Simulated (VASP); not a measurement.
Set up this calculation in VASP 6.6.1, as the native input.

```
Task                   : single point
Functional             : PBEsol
Potentials or basis    : VASP PAW PBE potentials, release 64 (C)
Cutoff                 : 520 eV
k mesh                 : 14 × 14 × 4
Occupations            : fermi-dirac, width 0.05 eV
Spin                   : no spin polarisation
Dipole correction      : no
Further INCAR settings : ALGO = Normal; EDIFF = 1e-06; NBANDS = 16
```

The structure of C lies in POSCAR:

```
C
1.0
    2.4589457232      0.0000000000      0.0000000000
   -1.2294728616      2.1295094628      0.0000000000
    0.0000000000      0.0000000000      7.1761632397
C
4
Direct
    1.0000000000      1.0000000000      0.2500000000
    0.0000000000      0.0000000000      0.7500000000
    0.3333333333      0.6666666667      0.2500000000
    0.6666666667      0.3333333333      0.7500000000
```

One way to write it, as run:

INCAR

```
PREC     = Accurate       # precision mode
ENCUT    = 520            # plane-wave cutoff, eV
EDIFF    = 1E-6           # SCF threshold, eV
ISMEAR   = -1             # smearing method
SIGMA    = 0.05           # smearing width, eV
LREAL    = False          # projectors in reciprocal space
LASPH    = True           # aspherical terms in the spheres
NELM     = 80             # most SCF steps
ALGO     = Normal         # electronic algorithm
ISIF     = 2              # what is computed and relaxed
LWAVE    = False          # write WAVECAR
LCHARG   = False          # write CHGCAR
GGA      = PS             # functional
NBANDS   = 16             # bands
```

KPOINTS

```
Automatic mesh
0
Gamma
  14 14 4
```

Potentials or basis: VASP PAW PBE potentials, release 64 (C).

Run with:

```sh
$ cat potpaw_PBE.64/C/POTCAR > POTCAR
$ mpirun -np 1 vasp_std > vasp.out
```

Results of the run:

* Pressure: 0.6 GPa
* Band gap on the k mesh: 1.00 eV, direct

Caveat: the PAW data sets were made with another functional, which shifts forces and pressure a little; this functional lacks dispersion, which binds the layers, so the pressure and a relaxed spacing across them are unreliable.

Run time: 53 s on 1 thread of Intel Xeon 6975P-C, with other jobs on the host, peak memory 0.16 GiB.
